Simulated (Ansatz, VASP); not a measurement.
GaP: VASP beside Ansatz

Contents of INCAR:

```
SYSTEM = GaP
ALGO     = Normal         ! electronic algorithm
EDIFF    = 1E-6           ! SCF threshold, eV
ENCUT    = 520            ! plane-wave cutoff, eV
GGA      = PE             ! functional
ISIF     = 2              ! what is computed and relaxed
ISMEAR   = 0              ! smearing method
LASPH    = .TRUE.         ! aspherical terms in the spheres
LCHARG   = .TRUE.         ! write CHGCAR
LELF     = .TRUE.         ! ELF
LREAL    = .FALSE.        ! projectors in reciprocal space
LVHAR    = .TRUE.       
LWAVE    = .FALSE.        ! write WAVECAR
NBANDS   = 16             ! bands
NELM     = 100            ! most SCF steps
PREC     = Accurate       ! precision mode
SIGMA    = 0.05           ! smearing width, eV
```

KPOINTS

```
k-points
0
G
  8 8 8
  0 0 0
```

POSCAR

```
GaP
1.0
    0.0000000000      2.7252500000      2.7252500000
    2.7933812500      0.0000000000      2.7252500000
    2.7933812500      2.7252500000      0.0000000000
Ga P
1 1
Direct
    0.0000000000      0.0000000000      0.0000000000
    0.7500000000      0.7500000000      0.7500000000
```

Input for Ansatz:

```yaml
crystal:
  lattice:
    - [0.0, 2.72525, 2.72525]
    - [2.79338125, 0.0, 2.72525]
    - [2.79338125, 2.72525, 0.0]
  atoms:
    - { symbol: Ga, position: [0.0, 0.0, 0.0] }
    - { symbol: P, position: [0.75, 0.75, 0.75] }
basis:
  ecutwfc: 420
kpoints:
  mp_grid: { grid: [8, 8, 8] }
hamiltonian:
  xc: pbe
scf:
  occupations: { method: gaussian, width: 0.05 }
output:
  forces: true
  stress: true
  eigenvalues: true
```

Change from the starting cell: strain +0.0250 x Voigt [1, 0, 0, 0, 0, 0], atoms carried along.

Alike in both runs: task single point; functional PBE; k mesh 8 × 8 × 8; occupations gaussian, width 0.05 eV; no spin polarisation.

```csv
,VASP,Ansatz
version,VASP 6.6.1,Ansatz 0.2.0
potentials or method,"VASP PAW PBE potentials, release 64 (Ga_d, P), cutoff 520 eV","scalar-relativistic, plane waves, PAW"
valence electrons in the cell,18,18
```

|  | VASP | Ansatz | Ansatz less VASP |
| --- | --- | --- | --- |
| gap on the k mesh at the Fermi level (eV) | 1.54 | 1.54 | +0.002 |
| least direct gap on the mesh (eV) | 1.57 | 1.57 | +0.003 |
| pressure (GPa) | 0.4 | 0.4 | +0.07 |
| traceless stress, the component that is largest in VASP (GPa) | -1.26 | -1.26 | +0.003 |
